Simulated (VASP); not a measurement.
# ZrB (Fmmm) in VASP: further runs

The runs below take ZrB through single point, with LDA.

Program: VASP 6.6.1. These are calculated values, not measurements. Logs are shortened: lines on timing, memory, paths and dates and some standing lists are left out, and cuts for length are marked.

## (1) The cell of the first run

The structure is orthorhombic, space group Fmmm (No. 69). Conventional cell: a = 4.299 Å, b = 4.831 Å, c = 4.943 Å, α = 90.00°, β = 90.00°, γ = 90.00°. Within 2.8 Å of Zr (site symmetry mmm) lie 6 B at 2.15 to 2.47 Å. B (site symmetry mmm) has 6 Zr at 2.15 to 2.47 Å within 2.8 Å.

## (2) Single point, LDA (normal strain along x +0.0233, normal strain along z -0.1100)

File INCAR:

```
PREC = Accurate
ENCUT = 520
EDIFF = 1E-6
ISMEAR = 0
SIGMA = 0.15
LREAL = False
LASPH = True
NELM = 60
ALGO = Normal
ISIF = 2
LWAVE = False
LCHARG = True
GGA = CA
LELF = True
LVHAR = True
NBANDS = 14
```

File KPOINTS:

```
Automatic mesh
0
Gamma
  16 16 16
```

File POSCAR:

```
ZrB
1.0
    0.0000000000      2.4153850465      2.1496926914
    2.4716635181      0.0000000000      2.1496926914
    2.4716635181      2.4153850465      0.0000000000
Zr B
1 1
Direct
    0.0000000000      0.0000000000      0.0000000000
    0.5000000000      0.5000000000      0.5000000000
```

Potentials or basis: VASP PAW LDA potentials, release 64 (Zr_sv, B).

Started as:

```sh
> cat potpaw_LDA.64/Zr_sv/POTCAR potpaw_LDA.64/B/POTCAR > POTCAR
> mpirun -np 1 vasp_std > vasp.out
```

OUTCAR:

```text
PREC = Accurate
   ENCUT = 520
   EDIFF = 1E-6
   ISMEAR = 0
   LREAL = False
   LASPH = True
   NELM = 60
   ISIF = 2
   GGA = CA

 ion  position               nearest neighbor table
   1  0.000  0.000  0.000-   2 2.15   2 2.15   2 2.42   2 2.42   2 2.47   2 2.47
   2  0.500  0.500  0.500-   1 2.15   1 2.15   1 2.42   1 2.42   1 2.47   1 2.47

  LATTYP: Found a face centered orthorhombic cell.
 ALAT       =     4.2993853828
 B/A-ratio  =     1.1235955056
 C/A-ratio  =     1.1497752809

  Lattice vectors:

 A1 = (   2.4716635181,  -2.4153850465,   0.0000000000)
 A2 = (   2.4716635181,   0.0000000000,   2.1496926914)
 A3 = (   0.0000000000,  -2.4153850465,   2.1496926914)

Analysis of symmetry for initial positions (statically):
=====================================================================
 Subroutine PRICEL returns:
 Original cell was already a primitive cell.

 Routine SETGRP: Setting up the symmetry group for a
 face centered orthorhombic supercell.

 Subroutine GETGRP returns: Found  8 space group operations
 (whereof  8 operations were pure point group operations)
 out of a pool of  8 trial point group operations.

The static configuration has the point symmetry D_2h.

Analysis of symmetry for dynamics (positions and initial velocities):
=====================================================================
 Subroutine PRICEL returns:
 Original cell was already a primitive cell.

 Routine SETGRP: Setting up the symmetry group for a
 face centered orthorhombic supercell.

 Subroutine GETGRP returns: Found  8 space group operations
 (whereof  8 operations were pure point group operations)
 out of a pool of  8 trial point group operations.

The dynamic configuration has the point symmetry D_2h.

 Subroutine INISYM returns: Found  8 space group operations
 (whereof  8 operations are pure point group operations),
 and found     1 'primitive' translations

----------------------------------------------------------------------------------------

                                     Primitive cell

  volume of cell :      25.6674

  direct lattice vectors                    reciprocal lattice vectors
     0.000000000  2.415385046  2.149692691    -0.202292908  0.207006332  0.232591385
     2.471663518  0.000000000  2.149692691     0.202292908 -0.207006332  0.232591385
     2.471663518  2.415385046  0.000000000     0.202292908  0.207006332 -0.232591385

  length of vectors
     3.233460003  3.275713543  3.455894308     0.371312260  0.371312260  0.371312260

[... 85 lines left out ...]
   NFREE  =      0    steps in history (QN), initial steepest desc. (CG)
   ISIF   =      2    stress and relaxation
   ISYM   =      2    0-nonsym 1-usesym 2-fastsym
   POTIM  = 0.5000    time-step for ionic-motion
   TEBEG  =    0.0;   TEEND  =   0.0 temperature during run
   PSTRESS=    0.0 pullay stress
   NELECT =      15.0000    total number of electrons
   NUPDOWN=      -1.0000    fix difference up-down
   EMIN   =  10.00;   EMAX   =-10.00  energy-range for DOS
   EFERMI =   0.00;   METHOD = LEGACY
   ISMEAR =     0;   SIGMA  =   0.15  broadening in eV -4-tet -1-fermi 0-gaus
   EFERMI_NEDOS =   21; number of points for ismear=-14 and -15
   IALGO  =     38    algorithm
   IMIX   =      4    mixing-type and parameters
     AMIX     =   0.40;   BMIX     =  1.00
     AMIX_MAG =   1.60;   BMIX_MAG =  1.00
  volume/ion in A,a.u.               =      12.83        86.61
  Fermi-wavevector in a.u.,A,eV,Ry     =   1.368709  2.586486 25.488680  1.873365
  Thomas-Fermi vector in A             =   2.494649
   LORBIT       =      0    0 simple, 1 ext, 2 COOP (PROOUT), +10 PAW based schemes
   GGA     = CA    functional components
   LHFCALC =     F    Hartree Fock is set to
   AEXX    =    0.0000 exact exchange contribution
   IVDW    =     0    specifies the selected vdW correction
   LEPSILON=     F    determine dielectric tensor
   LRPA    =     F    only Hartree local field effects (RPA)
 non-spin polarized calculation
 Gauss-broadening in eV      SIGMA  =   0.15
  energy-cutoff  :      520.00
  volume of cell :       25.67
 maximum number of plane-waves:       716
   NGX = 11   NGY = 13   NGZ = 13

 number of electron      15.0000000 magnetization

 Free energy of the ion-electron system (eV)
  ---------------------------------------------------
  ext. energy  EPLUGINS =         0.00000000
  ---------------------------------------------------
  free energy    TOTEN  =       -16.99871475 eV

  energy without entropy =      -16.98293893  energy(sigma->0) =      -16.99082684

 E-fermi :   8.8551     XC(G=0): -12.2637

 val. band max:        8.8550221820   @ k =   0.3125  -0.2500   0.1875
 cond. band min:       8.8566350114   @ k =   0.1875  -0.2500   0.1250
 fundamental gap:      0.0016128294
 Fermi energy:         8.8551046604

 k-point     1 :       0.0000    0.0000    0.0000
  band No.  band energies     occupation
      1     -37.9179      2.00000
      2     -15.9651      2.00000
      3     -15.7851      2.00000
      4     -15.7629      2.00000
      5       0.5440      2.00000
      6      10.0165      0.00000
      7      10.2832      0.00000
      8      11.5338      0.00000
      9      11.5453      0.00000
     10      12.0738      0.00000
     11      12.1965      0.00000
     12      12.4117      0.00000
     13      13.2575      0.00000
     14      19.9890      0.00000
[... 377 lines left out ...]
      1     -37.9077      2.00000
      2     -15.9923      2.00000
      3     -15.8434      2.00000
      4     -15.7830      2.00000
      5       0.7826      2.00000
      6       9.8232      0.00000
      7      10.0976      0.00000
      8      10.3163      0.00000
      9      10.3232      0.00000
     10      12.0604      0.00000
     11      13.4807      0.00000
     12      13.8601      0.00000
     13      14.1231      0.00000
     14      20.5701      0.00000

 [... further k-points ...]
[... 5 lines left out ...]
  --------------------------------------------------------------------------------------
  -------------------------------------------------------------------------------------
  Total        0.2737851      1.7170055      8.9501301      0.0000000      0.0000000      0.0000000
  in kB       17.0898516    107.1766484    558.6731956      0.0000000      0.0000000      0.0000000
  external PRESSURE =     227.6465652 kB  Pullay stress =       0.0000000 kB

 VOLUME and BASIS-vectors are now :
 -----------------------------------------------------------------------------
  energy-cutoff  :      520.00
  volume of cell :       25.67
      direct lattice vectors                 reciprocal lattice vectors
     0.000000000  2.415385046  2.149692691    -0.202292908  0.207006332  0.232591385
     2.471663518  0.000000000  2.149692691     0.202292908 -0.207006332  0.232591385
     2.471663518  2.415385046  0.000000000     0.202292908  0.207006332 -0.232591385

 POSITION                                       TOTAL-FORCE (eV/Angst)
 -----------------------------------------------------------------------------------
      0.00000      0.00000      0.00000        -0.000000      0.000000      0.000000
      2.47166      2.41539      2.14969         0.000000     -0.000000     -0.000000
 -----------------------------------------------------------------------------------
    total drift:                                0.000000     -0.000000     -0.000000

  FREE ENERGIE OF THE ION-ELECTRON SYSTEM (eV)
  ---------------------------------------------------
  free  energy   TOTEN  =       -16.9987147491 eV

  energy  without entropy=      -16.9829389340  energy(sigma->0) =      -16.99082684
```

Run time: 3 min. Hardware: 1 thread of AMD EPYC 7R43 (Zen 3), shared host; peak memory 0.29 GiB.

What came out:

| Property | Result |
| --- | --- |
| Free energy | -16.9987 eV |
| Pressure | 22.8 GPa |

Stress tensor (GPa, compression positive):
```
 1.71  0.00  0.00
 0.00 10.72  0.00
 0.00  0.00 55.87
```

Caveat: the cell differs from its parent crystal (normal strain along x +0.0233, normal strain along z -0.1100).

## (3) Single point, LDA (normal strain along x +0.0467, normal strain along z -0.1100)

File INCAR:

```
SYSTEM = ZrB
PREC     = Accurate       ! precision mode
ENCUT    = 520            ! plane-wave cutoff, eV
EDIFF    = 1E-6           ! SCF threshold, eV
ISMEAR   = 0              ! smearing method
SIGMA    = 0.15           ! smearing width, eV
LREAL    = .FALSE.        ! projectors in reciprocal space
LASPH    = .TRUE.         ! aspherical terms in the spheres
NELM     = 100            ! most SCF steps
ALGO     = Normal         ! electronic algorithm
ISIF     = 2              ! what is computed and relaxed
LWAVE    = .FALSE.        ! write WAVECAR
LCHARG   = .FALSE.        ! write CHGCAR
GGA      = CA             ! functional
NBANDS   = 14             ! bands
```

File KPOINTS:

```
Automatic mesh
0
G
  16 16 16
  0 0 0
```

File POSCAR:

```
ZrB
1.0
    0.0000000000      2.4153850465      2.1496926914
    2.5281835282      0.0000000000      2.1496926914
    2.5281835282      2.4153850465      0.0000000000
Zr B
1 1
Direct
    0.0000000000      0.0000000000      0.0000000000
    0.5000000000      0.5000000000      0.5000000000
```

Potentials or basis: VASP PAW LDA potentials, release 64 (Zr_sv, B).

Started as:

```sh
> cat potpaw_LDA.64/Zr_sv/POTCAR potpaw_LDA.64/B/POTCAR > POTCAR
> mpirun -np 1 vasp_std > vasp.out
```

Wall time 3.7 min (1 thread of AMD EPYC 7R43 (Zen 3), shared host); peak memory 0.3 GiB.

Results (log left out):

| Item | Value |
| --- | --- |
| Free energy | -16.9896 eV |
| Pressure | 18.4 GPa |

Stress tensor (GPa, compression positive):
```
-6.54  0.00  0.00
 0.00  9.67  0.00
 0.00  0.00 51.98
```

Levels at points of the mesh, in eV from the Fermi level:
```
           k point  band 6  band 7  band 8  band 9  band 10  band 11
(0.00, 0.00, 0.00)    0.99    1.50    2.44    2.71     3.09     3.32
(0.50, 0.00, 0.00)   -3.60   -1.88   -1.53    4.77     5.91     7.15
(0.50, 0.50, 0.00)   -1.35    0.81    1.56    1.72     5.25     5.82
(0.50, 0.00, 0.50)   -1.07   -0.81    2.06    3.13     4.42     5.50
(0.00, 0.50, 0.50)   -1.29   -1.10    2.37    3.30     4.63     5.86
```

Caveat: the cell differs from its parent crystal (normal strain along x +0.0467, normal strain along z -0.1100).

## (4) Single point, LDA (normal strain along x +0.0233, normal strain along z -0.0733)

INCAR, as its differences from that of step 3:

```diff
@@ -3,3 +3,3 @@
 ENCUT    = 520            ! plane-wave cutoff, eV
-EDIFF    = 1E-6           ! SCF threshold, eV
+EDIFF    = 1E-7           ! SCF threshold, eV
 ISMEAR   = 0              ! smearing method
@@ -13,3 +13,2 @@
 LCHARG   = .FALSE.        ! write CHGCAR
-GGA      = CA             ! functional
 NBANDS   = 14             ! bands
```

KPOINTS is that of step 3.

File POSCAR:

```
ZrB
1.0
    0.0000000000      2.4153850465      2.2383373226
    2.4716635181      0.0000000000      2.2383373226
    2.4716635181      2.4153850465      0.0000000000
Zr B
1 1
Direct
    0.0000000000      0.0000000000      0.0000000000
    0.5000000000      0.5000000000      0.5000000000
```

Started as:

```sh
> cat potpaw_LDA.64/Zr_sv/POTCAR potpaw_LDA.64/B/POTCAR > POTCAR
> mpirun -np 1 vasp_std > vasp.out
```

Run time: 3.8 min. Hardware: 1 thread of AMD EPYC 7R43 (Zen 3), shared host; peak memory 0.3 GiB.

The run converged. Its results:

| Item | Value |
| --- | --- |
| Free energy | -17.2989 eV |
| Pressure | 12.6 GPa |

Stress tensor (GPa, compression positive):
```
-2.85  0.00  0.00
 0.00  5.42  0.00
 0.00  0.00 35.20
```

Levels at points of the mesh, in eV from the Fermi level:
| k point | band 5 | band 6 | band 7 | band 8 | band 9 | band 10 | band 11 | band 12 |
| --- | --- | --- | --- | --- | --- | --- | --- | --- |
| (0.00, 0.00, 0.00) | -8.15 | 1.37 | 1.62 | 2.41 | 2.92 | 3.36 | 3.48 | 3.64 |
| (0.50, 0.00, 0.00) | -4.07 | -3.66 | -1.54 | -1.31 | 4.99 | 5.67 | 6.90 | 7.92 |
| (0.50, 0.50, 0.00) | -6.24 | -1.12 | 0.28 | 1.88 | 1.97 | 5.18 | 6.13 | 6.43 |
| (0.50, 0.00, 0.50) | -6.30 | -0.98 | -0.69 | 2.22 | 2.79 | 4.81 | 5.87 | 6.72 |
| (0.00, 0.50, 0.50) | -6.32 | -0.98 | -0.94 | 2.39 | 2.88 | 4.88 | 6.02 | 6.56 |

Caveat: the cell differs from its parent crystal (normal strain along x +0.0233, normal strain along z -0.0733).

[end of part 1 of 2]
